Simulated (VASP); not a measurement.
# SrCl2 (Immm) in VASP: further runs, part 2 of 3

VASP 6.6.1. The steps go on from the part before.

**3. Single point, PBE (strain +0.1125 x Voigt [0, 0, 0, 0, 1, 0])**

INCAR reads:

```
SYSTEM = SrCl2
PREC = Accurate
ENCUT = 520
EDIFF = 1E-7
ISMEAR = 0
SIGMA = 0.05
LREAL = .FALSE.
LASPH = .TRUE.
NELM = 100
ALGO = Normal
ISIF = 2
LWAVE = .FALSE.
LCHARG = .TRUE.
GGA = PE
LELF = .TRUE.
LVHAR = .TRUE.
NBANDS = 19
```

KPOINTS reads:

```
regular mesh
0
G
  6 6 6
  0 0 0
```

POSCAR reads:

```
SrCl2
1.0
    0.1960593750      3.4855000000      3.4855000000
    3.6815593750      0.0000000000      3.6815593750
    3.4855000000      3.4855000000      0.1960593750
Sr Cl
1 2
Direct
    0.0000000000      0.0000000000      0.0000000000
    0.2500000000      0.2500000000      0.2500000000
    0.7500000000      0.7500000000      0.7500000000
```

Potentials or basis: VASP PAW PBE potentials, release 64 (Sr_sv, Cl).

Launch:

```sh
$ cat potpaw_PBE.64/Sr_sv/POTCAR potpaw_PBE.64/Cl/POTCAR > POTCAR
$ mpirun -np 1 vasp_std > vasp.out
```

OUTCAR:

```text
SYSTEM = SrCl2
   PREC = Accurate
   ENCUT = 520
   EDIFF = 1E-7
   ISMEAR = 0
   LREAL = .FALSE.
   LASPH = .TRUE.
   NELM = 100
   ISIF = 2
   GGA = PE

 ion  position               nearest neighbor table
   1  0.000  0.000  0.000-   3 2.91   3 2.91   2 2.91   2 2.91   3 3.13   3 3.13   2 3.13   2 3.13

   2  0.250  0.250  0.250-   1 2.91   1 2.91   1 3.13   1 3.13
   3  0.750  0.750  0.750-   1 2.91   1 2.91   1 3.13   1 3.13

  LATTYP: Found a body centered orthorhombic cell.
 ALAT       =     4.6519715445
 B/A-ratio  =     1.1192052980
 C/A-ratio  =     1.4985044370

  Lattice vectors:

 A1 = (   0.1960593750,  -3.4855000000,   3.4855000000)
 A2 = (  -0.1960593750,  -3.4855000000,  -3.4855000000)
 A3 = (   3.4855000000,   3.4855000000,   0.1960593750)

Analysis of symmetry for initial positions (statically):
=====================================================================
 Subroutine PRICEL returns:
 Original cell was already a primitive cell.

 Routine SETGRP: Setting up the symmetry group for a
 body centered orthorhombic supercell.

 Subroutine GETGRP returns: Found  8 space group operations
 (whereof  8 operations were pure point group operations)
 out of a pool of  8 trial point group operations.

The static configuration has the point symmetry D_2h.

Analysis of symmetry for dynamics (positions and initial velocities):
=====================================================================
 Subroutine PRICEL returns:
 Original cell was already a primitive cell.

 Routine SETGRP: Setting up the symmetry group for a
 body centered orthorhombic supercell.

 Subroutine GETGRP returns: Found  8 space group operations
 (whereof  8 operations were pure point group operations)
 out of a pool of  8 trial point group operations.

The dynamic configuration has the point symmetry D_2h.

 Subroutine INISYM returns: Found  8 space group operations
 (whereof  8 operations are pure point group operations),
 and found     1 'primitive' translations

----------------------------------------------------------------------------------------

                                     Primitive cell

  volume of cell :      84.4207

  direct lattice vectors                    reciprocal lattice vectors
     0.196059375  3.485500000  3.485500000    -0.152001528  0.143451442  0.152001528
     3.681559375  0.000000000  3.681559375     0.135812016 -0.143451442  0.135812016
     3.485500000  3.485500000  0.196059375     0.152001528  0.143451442 -0.152001528

  length of vectors
     4.933138938  5.206511199  4.933138938     0.258432283  0.239725100  0.258432283

  position of ions in fractional coordinates (direct lattice)
     0.000000000  0.000000000  0.000000000
     0.250000000  0.250000000  0.250000000
     0.750000000  0.750000000  0.750000000

  ion indices of the primitive-cell ions
   primitive index   ion index
                 1           1
                 2           2
                 3           3

----------------------------------------------------------------------------------------

 KPOINTS: regular mesh

Automatic generation of k-mesh.
 Grid dimensions read from file:
 generate k-points for:    6    6    6

 Generating k-lattice:

  Cartesian coordinates                     Fractional coordinates (reciprocal lattice)
    -0.025333588  0.023908574  0.025333588     0.166666667  0.000000000 -0.000000000
     0.022635336 -0.023908574  0.022635336     0.000000000  0.166666667  0.000000000
     0.025333588  0.023908574 -0.025333588    -0.000000000  0.000000000  0.166666667

  Length of vectors
     0.043072047  0.039954183  0.043072047

  Shift w.r.t. Gamma in fractional coordinates (k-lattice)
     0.000000000  0.000000000  0.000000000

 Subroutine IBZKPT returns following result:
 ===========================================

 Found     46 irreducible k-points:

 Following reciprocal coordinates:
            Coordinates               Weight
  0.000000  0.000000  0.000000      1.000000
  0.166667  0.000000  0.000000      4.000000
  0.333333  0.000000 -0.000000      4.000000
  0.500000  0.000000 -0.000000      2.000000
  0.000000  0.166667 -0.000000      4.000000
  0.166667  0.166667  0.000000      4.000000
[... 16 lines left out ...]
  0.500000  0.000000  0.166667      4.000000
 -0.333333  0.000000  0.166667      4.000000
 [... further k-points ...]
   k-points           NKPTS =     46   k-points in BZ     NKDIM =     46   number of bands    NBANDS=     19
   number of dos      NEDOS =    301   number of ions     NIONS =      3
   total plane-waves  NPLWV =  64000
   dimension x,y,z NGX =    40 NGY =   40 NGZ =   40
   dimension x,y,z NGXF=    80 NGYF=   80 NGZF=   80
   ions per type =               1   2
   NGX,Y,Z   is equivalent  to a cutoff of  13.48, 12.77, 13.48 a.u.
   NGXF,Y,Z  is equivalent  to a cutoff of  26.96, 25.54, 26.96 a.u.
 SYSTEM =  SrCl2
   PREC   = accura    normal or accurate (medium, high low for compatibility)
   ISTART =      0    job   : 0-new  1-cont  2-samecut
   ICHARG =      2    charge: 1-file 2-atom 10-const
   ISPIN  =      1    spin polarized calculation?
   LNONCOLLINEAR =      F non collinear calculations
   LSORBIT =      F    spin-orbit coupling
   LASPH  =      T    aspherical Exc in radial PAW
   ENCUT  =  520.0 eV  38.22 Ry    6.18 a.u.   9.17  9.68  9.17*2*pi/ulx,y,z
   NELM   =    100;   NELMIN=  2; NELMDL= -5     # of ELM steps
   EDIFF  = 0.1E-06   stopping-criterion for ELM
   LREAL  =      F    real-space projection
   EDIFFG = 0.1E-05   stopping-criterion for IOM
   NSW    =      0    number of steps for IOM
   IBRION =     -1    ionic relax: 0-MD 1-quasi-New 2-CG
   NFREE  =      0    steps in history (QN), initial steepest desc. (CG)
   ISIF   =      2    stress and relaxation
   ISYM   =      2    0-nonsym 1-usesym 2-fastsym
   POTIM  = 0.5000    time-step for ionic-motion
   TEBEG  =    0.0;   TEEND  =   0.0 temperature during run
   PSTRESS=    0.0 pullay stress
   NELECT =      24.0000    total number of electrons
   NUPDOWN=      -1.0000    fix difference up-down
   EMIN   =  10.00;   EMAX   =-10.00  energy-range for DOS
   EFERMI =   0.00;   METHOD = LEGACY
   ISMEAR =     0;   SIGMA  =   0.05  broadening in eV -4-tet -1-fermi 0-gaus
   EFERMI_NEDOS =   21; number of points for ismear=-14 and -15
   IALGO  =     38    algorithm
   IMIX   =      4    mixing-type and parameters
     AMIX     =   0.40;   BMIX     =  1.00
     AMIX_MAG =   1.60;   BMIX_MAG =  1.00
  volume/ion in A,a.u.               =      28.14       189.90
  Fermi-wavevector in a.u.,A,eV,Ry     =   1.076454  2.034204 15.765803  1.158754
  Thomas-Fermi vector in A             =   2.212339
   LORBIT       =      0    0 simple, 1 ext, 2 COOP (PROOUT), +10 PAW based schemes
   GGA     = PE    functional components
   LHFCALC =     F    Hartree Fock is set to
   AEXX    =    0.0000 exact exchange contribution
   IVDW    =     0    specifies the selected vdW correction
   LEPSILON=     F    determine dielectric tensor
   LRPA    =     F    only Hartree local field effects (RPA)
 non-spin polarized calculation
 Gauss-broadening in eV      SIGMA  =   0.05
  energy-cutoff  :      520.00
  volume of cell :       84.42
 maximum number of plane-waves:      2287
 NGX is ok and might be reduce to    40
   NGX = 19   NGY = 19   NGZ = 19

 number of electron      24.0000000 magnetization

 Free energy of the ion-electron system (eV)
  ---------------------------------------------------
  ext. energy  EPLUGINS =         0.00000000
  ---------------------------------------------------
  free energy    TOTEN  =       -12.72620998 eV

  energy without entropy =      -12.72620998  energy(sigma->0) =      -12.72620998

 E-fermi :   0.4478     XC(G=0):  -8.3034

 val. band max:        0.1610946375   @ k =   0.5000   0.0000   0.5000
 cond. band min:       5.5249478739   @ k =   0.0000   0.0000   0.0000
 fundamental gap:      5.3638532364
 Fermi energy:         0.4478425250

 k-point     1 :       0.0000    0.0000    0.0000
  band No.  band energies     occupation
      1     -32.6537      2.00000
      2     -14.6858      2.00000
      3     -14.6625      2.00000
      4     -14.6499      2.00000
      5     -13.1450      2.00000
      6     -12.2573      2.00000
[... 11 lines left out ...]
     18       9.3740      0.00000
     19       9.4691      0.00000
[... 485 lines left out ...]
 k-point    24 :      -0.3333    0.0000    0.1667
  band No.  band energies     occupation
      1     -32.6490      2.00000
      2     -14.9938      2.00000
      3     -14.7185      2.00000
      4     -14.6757      2.00000
      5     -12.6205      2.00000
      6     -12.3803      2.00000
[... 11 lines left out ...]
     18       9.2248      0.00000
     19       9.5503      0.00000

 [... further k-points ...]
[... 5 lines left out ...]
  --------------------------------------------------------------------------------------
  -------------------------------------------------------------------------------------
  Total        0.9292140      0.9942154      0.9292140      0.0000000      0.0000000     -0.9416059
  in kB       17.6350779     18.8687054     17.6350779      0.0000000      0.0000000    -17.8702574
  external PRESSURE =      18.0462870 kB  Pullay stress =       0.0000000 kB

 VOLUME and BASIS-vectors are now :
 -----------------------------------------------------------------------------
  energy-cutoff  :      520.00
  volume of cell :       84.42
      direct lattice vectors                 reciprocal lattice vectors
     0.196059375  3.485500000  3.485500000    -0.152001528  0.143451442  0.152001528
     3.681559375  0.000000000  3.681559375     0.135812016 -0.143451442  0.135812016
     3.485500000  3.485500000  0.196059375     0.152001528  0.143451442 -0.152001528

 POSITION                                       TOTAL-FORCE (eV/Angst)
 -----------------------------------------------------------------------------------
      0.00000      0.00000      0.00000         0.000000      0.000000     -0.000000
      1.84078      1.74275      1.84078        -0.000000     -0.303575     -0.000000
      5.52234      5.22825      5.52234         0.000000      0.303575      0.000000
 -----------------------------------------------------------------------------------
    total drift:                               -0.000000     -0.000000      0.000000

  FREE ENERGIE OF THE ION-ELECTRON SYSTEM (eV)
  ---------------------------------------------------
  free  energy   TOTEN  =       -12.7262099756 eV

  energy  without entropy=      -12.7262099756  energy(sigma->0) =      -12.72620998
```

Run time: 3.5 min. Hardware: 1 thread of AMD EPYC 7R13, shared host; peak memory 0.24 GiB.

What came out:

```
Free energy            : -12.7262 eV
Pressure               : 1.8 GPa
Largest force          : 0.304 eV/Å
Band gap on the k mesh : 5.36 eV, indirect (least direct gap 5.55 eV)
```

Forces in eV/Å, atoms in the order of the input:
```
Sr   0.000  0.000  0.000
Cl   0.000 -0.304  0.000
Cl   0.000  0.304  0.000
```

Stress tensor (GPa, compression positive):
```
 1.76  0.00 -1.79
 0.00  1.89  0.00
-1.79  0.00  1.76
```

Caveat: the cell differs from its parent crystal (strain +0.1125 x Voigt [0, 0, 0, 0, 1, 0]). A k mesh can miss the band edges.

**4. Single point, PBE (strain -0.0750 x Voigt [0, 0, 0, 0, 1, 0])**

INCAR reads:

```
PREC = Accurate
ENCUT = 520
EDIFF = 1E-6
ISMEAR = 0
SIGMA = 0.05
LREAL = F
LASPH = T
NELM = 100
ALGO = Normal
ISIF = 2
LWAVE = F
LCHARG = F
GGA = PE
NBANDS = 19
```

KPOINTS reads:

```
regular mesh
0
Gamma
  6 6 6
```

POSCAR reads:

```
SrCl2
1.0
   -0.1307062500      3.4855000000      3.4855000000
    3.3547937500      0.0000000000      3.3547937500
    3.4855000000      3.4855000000     -0.1307062500
Sr Cl
1 2
Direct
    0.0000000000      0.0000000000      0.0000000000
    0.2500000000      0.2500000000      0.2500000000
    0.7500000000      0.7500000000      0.7500000000
```

Launch:

```sh
$ cat potpaw_PBE.64/Sr_sv/POTCAR potpaw_PBE.64/Cl/POTCAR > POTCAR
$ mpirun -np 1 vasp_std > vasp.out
```

Run time: 2.6 min. Hardware: 1 thread of AMD EPYC 7R13, shared host; peak memory 0.23 GiB.

It converged, with:

```
Free energy            : -12.7569 eV
Pressure               : 1.4 GPa
Largest force          : 0.197 eV/Å
Band gap on the k mesh : 5.36 eV, indirect (least direct gap 5.53 eV)
```

Forces in eV/Å, atoms in the order of the input:
```
Sr   0.000  0.000  0.000
Cl   0.000  0.197  0.000
Cl   0.000 -0.197  0.000
```

Stress tensor (GPa, compression positive):
```
1.43 0.00 1.16
0.00 1.48 0.00
1.16 0.00 1.43
```

Levels at points of the mesh, in eV from the valence-band top:
```tsv
k point	band 9	band 10	band 11	band 12	band 13	band 14	band 15	band 16
(0.00, 0.00, 0.00)	-2.09	-0.38	-0.33	-0.28	5.36	6.10	6.13	8.66
(0.50, 0.00, 0.00)	-1.45	-1.33	-1.04	-0.99	6.59	6.79	7.43	7.87
(0.00, 0.50, 0.00)	-1.52	-1.31	-1.08	-1.04	6.67	6.90	7.60	7.91
(0.50, 0.50, 0.00)	-1.87	-0.42	-0.41	0.00	5.52	6.99	7.63	8.02
(0.50, 0.00, 0.50)	-1.75	-0.58	-0.23	0.00	5.53	7.04	7.63	7.81
```

Caveat: the cell differs from its parent crystal (strain -0.0750 x Voigt [0, 0, 0, 0, 1, 0]).

**5. Single point, PBE (strain +0.1312 x Voigt [0, 0, 0, 0, 1, 0])**

INCAR reads:

```
SYSTEM = SrCl2
PREC = Accurate
ENCUT = 520
EDIFF = 1E-6
ISMEAR = 0
SIGMA = 0.05
LREAL = .False.
LASPH = .True.
NELM = 100
ALGO = Normal
ISIF = 2
LWAVE = .False.
LCHARG = .True.
GGA = PE
LELF = .True.
LVHAR = .True.
NBANDS = 19
```

KPOINTS reads:

```
regular mesh
0
Gamma
  6 6 6
  0 0 0
```

POSCAR reads:

```
SrCl2
1.0
    0.2286488000      3.4855000000      3.4855000000
    3.7141488000      0.0000000000      3.7141488000
    3.4855000000      3.4855000000      0.2286488000
Sr Cl
1 2
Direct
    0.0000000000      0.0000000000      0.0000000000
    0.2500000000      0.2500000000      0.2500000000
    0.7500000000      0.7500000000      0.7500000000
```

Potentials or basis: VASP PAW PBE potentials, release 64 (Sr_sv, Cl).

Launch:

```sh
$ cat potpaw_PBE.64/Sr_sv/POTCAR potpaw_PBE.64/Cl/POTCAR > POTCAR
$ mpirun -np 1 vasp_std > vasp.out
```

OUTCAR:

```text
SYSTEM = SrCl2
   PREC = Accurate
   ENCUT = 520
   EDIFF = 1E-6
   ISMEAR = 0
   LREAL = .False.
   LASPH = .True.
   NELM = 100
   ISIF = 2
   GGA = PE

 ion  position               nearest neighbor table
   1  0.000  0.000  0.000-   3 2.89   2 2.89   2 2.89   3 2.89   2 3.15   3 3.15   3 3.15   2 3.15

   2  0.250  0.250  0.250-   1 2.89   1 2.89   1 3.15   1 3.15
   3  0.750  0.750  0.750-   1 2.89   1 2.89   1 3.15   1 3.15

  LATTYP: Found a body centered orthorhombic cell.
 ALAT       =     4.6058831377
 B/A-ratio  =     1.1404109589
 C/A-ratio  =     1.5134991036

[... 715 lines left out ...]
     18       9.2465      0.00000
     19       9.6346      0.00000

 [... further k-points ...]
[... 5 lines left out ...]
  --------------------------------------------------------------------------------------
  -------------------------------------------------------------------------------------
  Total        1.0409476      1.1311571      1.0409476      0.0000000      0.0000000     -1.1134353
  in kB       19.7782173     21.4922164     19.7782173      0.0000000      0.0000000    -21.1554980
  external PRESSURE =      20.3495504 kB  Pullay stress =       0.0000000 kB

 VOLUME and BASIS-vectors are now :
 -----------------------------------------------------------------------------
  energy-cutoff  :      520.00
  volume of cell :       84.32
      direct lattice vectors                 reciprocal lattice vectors
     0.228648800  3.485500000  3.485500000    -0.153522519  0.143451442  0.153522519
     3.714148800  0.000000000  3.714148800     0.134620347 -0.143451442  0.134620347
     3.485500000  3.485500000  0.228648800     0.153522519  0.143451442 -0.153522519

 POSITION                                       TOTAL-FORCE (eV/Angst)
 -----------------------------------------------------------------------------------
      0.00000      0.00000      0.00000        -0.000000      0.000000     -0.000000
      1.85707      1.74275      1.85707         0.000000     -0.360882     -0.000000
      5.57122      5.22825      5.57122         0.000000      0.360882      0.000000
 -----------------------------------------------------------------------------------
    total drift:                               -0.000000     -0.000000      0.000000

  FREE ENERGIE OF THE ION-ELECTRON SYSTEM (eV)
  ---------------------------------------------------
  free  energy   TOTEN  =       -12.7057733563 eV

  energy  without entropy=      -12.7057733563  energy(sigma->0) =      -12.70577336
```

stdout:

```text
POSCAR found type information on POSCAR SrCl
 POSCAR found :  2 types and       3 ions
 scaLAPACK will be used
 LDA part: xc-table for (Slater+PW92), standard interpolation
 POSCAR, INCAR and KPOINTS ok, starting setup
 FFT: planning ... GRIDC
 FFT: planning ... GRID_SOFT
 FFT: planning ... GRID
 WAVECAR not read
 entering main loop
```

Wall time 2.3 min (1 thread of AMD EPYC 7R13, shared host); peak memory 0.24 GiB.

Results:

| Property | Result |
| --- | --- |
| Free energy | -12.7058 eV |
| Pressure | 2.0 GPa |
| Largest force | 0.361 eV/Å |
| Band gap on the k mesh | 5.37 eV, indirect (least direct gap 5.57 eV) |

Forces on the atoms (eV/Å):
```
Sr   0.000  0.000  0.000
Cl   0.000 -0.361  0.000
Cl   0.000  0.361  0.000
```

Caveat: the cell differs from its parent crystal (strain +0.1312 x Voigt [0, 0, 0, 0, 1, 0]).

(Part 2 of 3 ends here.)
